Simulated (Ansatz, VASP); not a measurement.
# As: VASP beside Ansatz

```
As
1.0
     4.80825    0.00000    0.00000
    -2.40413    4.16407    0.00000
     0.00000    0.00000    2.80349
As
3
Direct
  0.00000 0.00000 0.00000
  0.33333 0.66667 0.50000
  0.66667 0.33333 0.50000
```

Alike in both runs: task single point; functional revPBE; k mesh 9 × 9 × 12; occupations fermi-dirac, width 0.1 eV; no spin polarisation.

```csv
,VASP,Ansatz
version,VASP 6.6.1,Ansatz 0.2.0
potentials or method,"VASP PAW PBE potentials, release 64 (As), cutoff 520 eV","plane waves (420 eV) with PAW, scalar-relativistic"
valence electrons in the cell,15,45
```

```tsv
	VASP	Ansatz	Ansatz less VASP
pressure (GPa)	3.7	3.6	-0.05
traceless stress, the component that is largest in VASP (GPa)	1.31	1.29	-0.020
```

VASP's potentials were made for PBE, not for revPBE. VASP's potentials hold 15 valence electrons a cell and Ansatz's 45, so a difference there can come from the potentials and not from the codes.
